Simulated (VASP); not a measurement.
# Li2S in VASP: a series of runs

Runs on Li2S. Level: LDA. Tasks: single point.

Program: VASP 6.6.1. These are calculated values, not measurements. Logs are shortened: lines on timing, memory, paths and dates and some standing lists are left out, and cuts for length are marked.

## 1. The cell of the first run

It takes space group I4/mmm (No. 139, tetragonal). The conventional cell has a = 4.036 Å, b = 4.036 Å, c = 5.651 Å, α = 90.00°, β = 90.00°, γ = 90.00°. Li (site symmetry -4m2) has 4 S at 2.46 Å and 6 Li at 2.83 to 2.85 Å within 3.3 Å. Within 3.3 Å of S (site symmetry 4/mmm) lie 8 Li at 2.46 Å.

## 2. Single point, LDA (zz strain of -1 %)

The input, INCAR:

```
SYSTEM = Li2S
ALGO = Normal
EDIFF = 1E-6
ENCUT = 750
GGA_COMPAT = .FALSE.
ISIF = 2
ISMEAR = -1
LASPH = .TRUE.
LCHARG = .FALSE.
LREAL = .FALSE.
LWAVE = .FALSE.
NBANDS = 13
NELM = 120
PREC = Accurate
SIGMA = 0.02
```

The input, KPOINTS:

```
k-points
0
G
  7 7 7
  0 0 0
```

The input, POSCAR:

```
Li2S
1.0
    0.0000000000      2.8540000000      2.8254600000
    2.8540000000      0.0000000000      2.8254600000
    2.8540000000      2.8540000000      0.0000000000
Li S
2 1
Direct
    0.2500000000      0.2500000000      0.2500000000
    0.7500000000      0.7500000000      0.7500000000
    0.0000000000      0.0000000000      0.0000000000
```

Potentials or basis: VASP PAW LDA potentials, release 64 (Li_sv, S).

The run is started by

```bash
> cat potpaw_LDA.64/Li_sv/POTCAR potpaw_LDA.64/S/POTCAR > POTCAR
> mpirun -np 1 vasp_std > vasp.out
```

OUTCAR:

```text
SYSTEM = Li2S
   EDIFF = 1E-6
   ENCUT = 750
   ISIF = 2
   ISMEAR = -1
   LASPH = .TRUE.
   LREAL = .FALSE.
   NELM = 120
   PREC = Accurate

 ion  position               nearest neighbor table
   1  0.250  0.250  0.250-   3 2.46   3 2.46   3 2.46   3 2.46
   2  0.750  0.750  0.750-   3 2.46   3 2.46   3 2.46   3 2.46
   3  0.000  0.000  0.000-   1 2.46   2 2.46   2 2.46   2 2.46   2 2.46   1 2.46   1 2.46   1 2.46

  LATTYP: Found a body centered tetragonal cell.
 ALAT       =     4.0361655070
 C/A-ratio  =     1.4000714267

  Lattice vectors:

 A1 = (   0.0000000000,  -2.8540000000,  -2.8254600000)
 A2 = (   0.0000000000,   2.8540000000,  -2.8254600000)
 A3 = (   2.8540000000,   0.0000000000,   2.8254600000)

Analysis of symmetry for initial positions (statically):
=====================================================================
 Subroutine PRICEL returns:
 Original cell was already a primitive cell.

 Routine SETGRP: Setting up the symmetry group for a
 body centered tetragonal supercell.

 Subroutine GETGRP returns: Found 16 space group operations
 (whereof 16 operations were pure point group operations)
 out of a pool of 16 trial point group operations.

The static configuration has the point symmetry D_4h.

Analysis of symmetry for dynamics (positions and initial velocities):
=====================================================================
 Subroutine PRICEL returns:
 Original cell was already a primitive cell.

 Routine SETGRP: Setting up the symmetry group for a
 body centered tetragonal supercell.

 Subroutine GETGRP returns: Found 16 space group operations
 (whereof 16 operations were pure point group operations)
 out of a pool of 16 trial point group operations.

The dynamic configuration has the point symmetry D_4h.

 Subroutine INISYM returns: Found 16 space group operations
 (whereof 16 operations are pure point group operations),
 and found     1 'primitive' translations

----------------------------------------------------------------------------------------

                                     Primitive cell

  volume of cell :      46.0285

  direct lattice vectors                    reciprocal lattice vectors
     0.000000000  2.854000000  2.825460000    -0.175192712  0.175192712  0.176962335
     2.854000000  0.000000000  2.825460000     0.175192712 -0.175192712  0.176962335
     2.854000000  2.854000000  0.000000000     0.175192712  0.175192712 -0.176962335

  length of vectors
     4.016035385  4.016035385  4.036165507     0.304467799  0.304467799  0.304467799

  position of ions in fractional coordinates (direct lattice)
     0.250000000  0.250000000  0.250000000
     0.750000000  0.750000000  0.750000000
     0.000000000  0.000000000  0.000000000

  ion indices of the primitive-cell ions
   primitive index   ion index
                 1           1
                 2           2
                 3           3

----------------------------------------------------------------------------------------

 KPOINTS: k-points

Automatic generation of k-mesh.
 Grid dimensions read from file:
 generate k-points for:    7    7    7

 Generating k-lattice:

  Cartesian coordinates                     Fractional coordinates (reciprocal lattice)
    -0.025027530  0.025027530  0.025280334     0.142857143  0.000000000  0.000000000
     0.025027530 -0.025027530  0.025280334     0.000000000  0.142857143  0.000000000
     0.025027530  0.025027530 -0.025280334     0.000000000  0.000000000  0.142857143

  Length of vectors
     0.043495400  0.043495400  0.043495400

  Shift w.r.t. Gamma in fractional coordinates (k-lattice)
     0.000000000  0.000000000  0.000000000

 Subroutine IBZKPT returns following result:
 ===========================================

 Found     40 irreducible k-points:

 Following reciprocal coordinates:
            Coordinates               Weight
  0.000000  0.000000  0.000000      1.000000
  0.142857  0.000000  0.000000      8.000000
  0.285714  0.000000  0.000000      8.000000
  0.428571  0.000000  0.000000      8.000000
  0.142857  0.142857  0.000000      2.000000
  0.285714  0.142857  0.000000      8.000000
[... 16 lines left out ...]
  0.428571  0.285714  0.142857      8.000000
 -0.428571  0.285714  0.142857     16.000000
 [... further k-points ...]
   k-points           NKPTS =     40   k-points in BZ     NKDIM =     40   number of bands    NBANDS=     13
   number of dos      NEDOS =    301   number of ions     NIONS =      3
   total plane-waves  NPLWV =  46656
   dimension x,y,z NGX =    36 NGY =   36 NGZ =   36
   dimension x,y,z NGXF=    72 NGYF=   72 NGZF=   72
   ions per type =               2   1
   NGX,Y,Z   is equivalent  to a cutoff of  14.90, 14.90, 14.83 a.u.
   NGXF,Y,Z  is equivalent  to a cutoff of  29.80, 29.80, 29.66 a.u.
 SYSTEM =  Li2S
   PREC   = accura    normal or accurate (medium, high low for compatibility)
   ISTART =      0    job   : 0-new  1-cont  2-samecut
   ICHARG =      2    charge: 1-file 2-atom 10-const
   ISPIN  =      1    spin polarized calculation?
   LNONCOLLINEAR =      F non collinear calculations
   LSORBIT =      F    spin-orbit coupling
   LASPH  =      T    aspherical Exc in radial PAW
   ENCUT  =  750.0 eV  55.12 Ry    7.42 a.u.   8.97  8.97  9.01*2*pi/ulx,y,z
   NELM   =    120;   NELMIN=  2; NELMDL= -5     # of ELM steps
   EDIFF  = 0.1E-05   stopping-criterion for ELM
   LREAL  =      F    real-space projection
   EDIFFG = 0.1E-04   stopping-criterion for IOM
   NSW    =      0    number of steps for IOM
   IBRION =     -1    ionic relax: 0-MD 1-quasi-New 2-CG
   NFREE  =      0    steps in history (QN), initial steepest desc. (CG)
   ISIF   =      2    stress and relaxation
   ISYM   =      2    0-nonsym 1-usesym 2-fastsym
   POTIM  = 0.5000    time-step for ionic-motion
   TEBEG  =    0.0;   TEEND  =   0.0 temperature during run
   PSTRESS=    0.0 pullay stress
   NELECT =      12.0000    total number of electrons
   NUPDOWN=      -1.0000    fix difference up-down
   EMIN   =  10.00;   EMAX   =-10.00  energy-range for DOS
   EFERMI =   0.00;   METHOD = LEGACY
   ISMEAR =    -1;   SIGMA  =   0.02  broadening in eV -4-tet -1-fermi 0-gaus
   EFERMI_NEDOS =   21; number of points for ismear=-14 and -15
   IALGO  =     38    algorithm
   IMIX   =      4    mixing-type and parameters
     AMIX     =   0.40;   BMIX     =  1.00
     AMIX_MAG =   1.60;   BMIX_MAG =  1.00
  volume/ion in A,a.u.               =      15.34       103.54
  Fermi-wavevector in a.u.,A,eV,Ry     =   1.045826  1.976325 14.881407  1.093753
  Thomas-Fermi vector in A             =   2.180638
   LORBIT       =      0    0 simple, 1 ext, 2 COOP (PROOUT), +10 PAW based schemes
   GGA     = CA    functional components
   LHFCALC =     F    Hartree Fock is set to
   AEXX    =    0.0000 exact exchange contribution
   IVDW    =     0    specifies the selected vdW correction
   LEPSILON=     F    determine dielectric tensor
   LRPA    =     F    only Hartree local field effects (RPA)
 non-spin polarized calculation
  energy-cutoff  :      750.00
  volume of cell :       46.03
 maximum number of plane-waves:      2162
   NGX = 17   NGY = 17   NGZ = 17

 number of electron      11.9999998 magnetization

 Free energy of the ion-electron system (eV)
  ---------------------------------------------------
  ext. energy  EPLUGINS =         0.00000000
  ---------------------------------------------------
  free energy    TOTEN  =       -12.98820805 eV

  energy without entropy =      -12.98820805  energy(sigma->0) =      -12.98820805

 E-fermi :   1.8255     XC(G=0):  -8.8404

 val. band max:        1.4339141134   @ k =   0.0000   0.0000   0.0000
 cond. band min:       4.7041565601   @ k =   0.4286   0.4286   0.0000
 fundamental gap:      3.2702424467
 Fermi energy:         1.8255156871

 k-point     1 :       0.0000    0.0000    0.0000
  band No.  band energies     occupation
      1     -41.7772      2.00000
      2     -41.7280      2.00000
      3      -9.5750      2.00000
      4       1.4016      2.00000
      5       1.4016      2.00000
      6       1.4339      2.00000
      7       5.5004      0.00000
      8       7.4069      0.00000
      9       7.4437      0.00000
     10       7.4437      0.00000
     11      12.4642      0.00000
     12      12.6293      0.00000
     13      13.4896      0.00000

 k-point     2 :       0.1429    0.0000    0.0000
  band No.  band energies     occupation
      1     -41.7746      2.00000
      2     -41.7303      2.00000
      3      -9.5010      2.00000
      4       0.6391      2.00000
      5       1.2807      2.00000
      6       1.3095      2.00000
      7       6.0331      0.00000
      8       7.7187      0.00000
      9       7.7375      0.00000
     10       7.9110      0.00000
     11      11.3103      0.00000
     12      11.4214      0.00000
     13      13.7869      0.00000

 k-point     3 :       0.2857    0.0000    0.0000
  band No.  band energies     occupation
      1     -41.7674      2.00000
      2     -41.7367      2.00000
      3      -9.3210      2.00000
      4      -0.6210      2.00000
      5       1.0440      2.00000
      6       1.0865      2.00000
      7       6.7729      0.00000
      8       7.9899      0.00000
      9       8.0322      0.00000
     10       8.9098      0.00000
     11      11.2769      0.00000
     12      11.2830      0.00000
     13      14.4076      0.00000

 k-point     4 :       0.4286    0.0000    0.0000
  band No.  band energies     occupation
      1     -41.7572      2.00000
      2     -41.7462      2.00000
      3      -9.1599      2.00000
      4      -1.4288      2.00000
      5       0.8804      2.00000
      6       0.9327      2.00000
      7       7.2770      0.00000
      8       7.7950      0.00000
      9       7.8779      0.00000
     10       9.5518      0.00000
     11      12.9102      0.00000
     12      12.9812      0.00000
     13      15.0028      0.00000

 k-point     5 :       0.1429    0.1429    0.0000
  band No.  band energies     occupation
      1     -41.7737      2.00000
      2     -41.7311      2.00000
      3      -9.4748      2.00000
      4       0.8002      2.00000
      5       1.0393      2.00000
      6       1.0393      2.00000
      7       6.1569      0.00000
      8       7.5767      0.00000
      9       8.0913      0.00000
     10       8.0913      0.00000
     11      10.3797      0.00000
     12      12.8021      0.00000
     13      14.2205      0.00000
[... 257 lines left out ...]
 k-point    22 :      -0.1429    0.0000    0.1429
  band No.  band energies     occupation
      1     -41.7705      2.00000
      2     -41.7339      2.00000
      3      -9.3906      2.00000
      4       0.0067      2.00000
      5       0.7477      2.00000
      6       1.2737      2.00000
      7       6.6326      0.00000
      8       8.1082      0.00000
      9       8.1254      0.00000
     10       8.3366      0.00000
     11      10.0563      0.00000
     12      12.2926      0.00000
     13      14.7746      0.00000

 k-point    23 :       0.4286    0.2857    0.1429
  band No.  band energies     occupation
      1     -41.7626      2.00000
      2     -41.7408      2.00000
      3      -9.1877      2.00000
      4      -0.6600      2.00000
      5       0.1813      2.00000
      6       0.7201      2.00000
      7       6.6088      0.00000
      8       8.3065      0.00000
      9       8.5871      0.00000
     10       9.8246      0.00000
     11      10.6540      0.00000
     12      14.2166      0.00000
     13      15.0108      0.00000

 k-point    24 :      -0.4286    0.2857    0.1429
  band No.  band energies     occupation
      1     -41.7549      2.00000
      2     -41.7481      2.00000
      3      -9.0670      2.00000
      4      -1.0831      2.00000
      5      -0.0168      2.00000
      6       0.4266      2.00000
      7       6.9208      0.00000
      8       8.0071      0.00000
      9       9.7289      0.00000
     10      10.1391      0.00000
     11      11.6290      0.00000
     12      12.7746      0.00000
     13      15.2127      0.00000

 [... further k-points ...]

------------------------ aborting loop because EDIFF is reached ----------------------------------------

  FORCE on cell =-STRESS in cart. coord.  units (eV):
  Direction    XX          YY          ZZ          XY          YZ          ZX
  --------------------------------------------------------------------------------------
  -------------------------------------------------------------------------------------
  Total       -0.8452022     -0.8452022     -0.6547100      0.0000000      0.0000000     -0.0000000
  in kB      -29.4200965    -29.4200965    -22.7893778      0.0000000      0.0000000     -0.0000000
  external PRESSURE =     -27.2098569 kB  Pullay stress =       0.0000000 kB

 VOLUME and BASIS-vectors are now :
 -----------------------------------------------------------------------------
  energy-cutoff  :      750.00
  volume of cell :       46.03
      direct lattice vectors                 reciprocal lattice vectors
     0.000000000  2.854000000  2.825460000    -0.175192712  0.175192712  0.176962335
     2.854000000  0.000000000  2.825460000     0.175192712 -0.175192712  0.176962335
     2.854000000  2.854000000  0.000000000     0.175192712  0.175192712 -0.176962335

 POSITION                                       TOTAL-FORCE (eV/Angst)
 -----------------------------------------------------------------------------------
      1.42700      1.42700      1.41273        -0.000000     -0.000000      0.000000
      4.28100      4.28100      4.23819         0.000000      0.000000     -0.000000
      0.00000      0.00000      0.00000         0.000000      0.000000     -0.000000
 -----------------------------------------------------------------------------------
    total drift:                                0.000000      0.000000      0.000000

  FREE ENERGIE OF THE ION-ELECTRON SYSTEM (eV)
  ---------------------------------------------------
  free  energy   TOTEN  =       -12.9882080512 eV

  energy  without entropy=      -12.9882080512  energy(sigma->0) =      -12.98820805
```

Wall time 14 s (1 thread of Intel Xeon 6975P-C (Granite Rapids), shared host); peak memory 0.18 GiB.

Results:

```
Free energy            : -12.9882 eV
Pressure               : -2.7 GPa
Band gap on the k mesh : 3.27 eV, indirect (least direct gap 4.07 eV)
```

Levels at points of the mesh, in eV from the valence-band top:
| k point | band 4 | band 5 | band 6 | band 7 | band 8 | band 9 |
| --- | --- | --- | --- | --- | --- | --- |
| (0.00, 0.00, 0.00) | -0.03 | -0.03 | 0.00 | 4.07 | 5.97 | 6.01 |

Caveat: the cell differs from its parent crystal (zz strain of -1 %).

(Part 1 of 2 ends here.)
